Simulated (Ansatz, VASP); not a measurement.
## MgZr2N: VASP beside Ansatz

INCAR

```
SYSTEM = MgZr2N
  PREC = Accurate
  ENCUT = 520
  EDIFF = 1E-6
  ISMEAR = 0
  SIGMA = 0.1
  LREAL = .False.
  LASPH = .True.
  NELM = 60
  ALGO = Normal
  ISIF = 2
  LWAVE = .False.
  LCHARG = .False.
  GGA = PE
  NBANDS = 24
```

Contents of KPOINTS:

```
regular mesh
0
Gamma
  6 6 4
  0 0 0
```

POSCAR

```
MgZr2N
1.0
    3.3670610100      0.0000000000      0.0000000000
   -1.6835305100      2.9159603700      0.0000000000
    0.0000000000      0.0000000000      5.6989272700
Mg Zr N
1 2 1
Direct
    0.0000000000      0.0000000000      0.5000000000
    0.3333333300      0.6666666700      0.2321215300
    0.6666666700      0.3333333300      0.7678784700
    0.0000000000      0.0000000000      0.0000000000
```

Input for Ansatz:

```yaml
crystal:
  lattice:
    - [3.36706101, 0.0, 0.0]
    - [-1.68353051, 2.91596037, 0.0]
    - [0.0, 0.0, 5.69892727]
  atoms:
    - { symbol: Mg, position: [0.0, 0.0, 0.5] }
    - { symbol: Zr, position: [0.33333333, 0.66666667, 0.23212153] }
    - { symbol: Zr, position: [0.66666667, 0.33333333, 0.76787847] }
    - { symbol: "N", position: [0.0, 0.0, 0.0] }
basis:
  ecutwfc: 420
kpoints:
  mp_grid: { grid: [6, 6, 4] }
hamiltonian:
  xc: pbe
scf:
  occupations: { method: gaussian, width: 0.1 }
  lower_state_search: "off"
output:
  forces: true
  stress: true
  eigenvalues: true
```

Change from the starting cell: species swapped into the ScAgSe2 type (P-3m1, No. 164).

Alike in both runs: task single point; functional PBE; k mesh 6 × 6 × 4; occupations gaussian, width 0.1 eV; no spin polarisation.

|  | VASP | Ansatz |
| --- | --- | --- |
| version | VASP 6.6.1 | Ansatz 0.2.0 |
| potentials or method | VASP PAW PBE potentials, release 64 (Mg, Zr_sv, N), cutoff 520 eV | scalar-relativistic, plane waves, PAW |
| valence electrons in the cell | 31 | 39 |

|  | VASP | Ansatz | Ansatz less VASP |
| --- | --- | --- | --- |
| gap on the k mesh at the Fermi level (eV) | none | none | - |
| pressure (GPa) | 27.8 | 27.5 | -0.31 |
| traceless stress, the component that is largest in VASP (GPa) | 3.57 | 3.57 | -0.004 |
| rms of the force components (eV/Å) | 2.579 | 2.567 | -0.0121 |

Atom by atom the forces differ by 0.012 eV/Å (rms over components). A gap of «none» marks a metal or a gap that the smearing closes. VASP's potentials hold 31 valence electrons a cell and Ansatz's 39, so a difference there can come from the potentials and not from the codes.
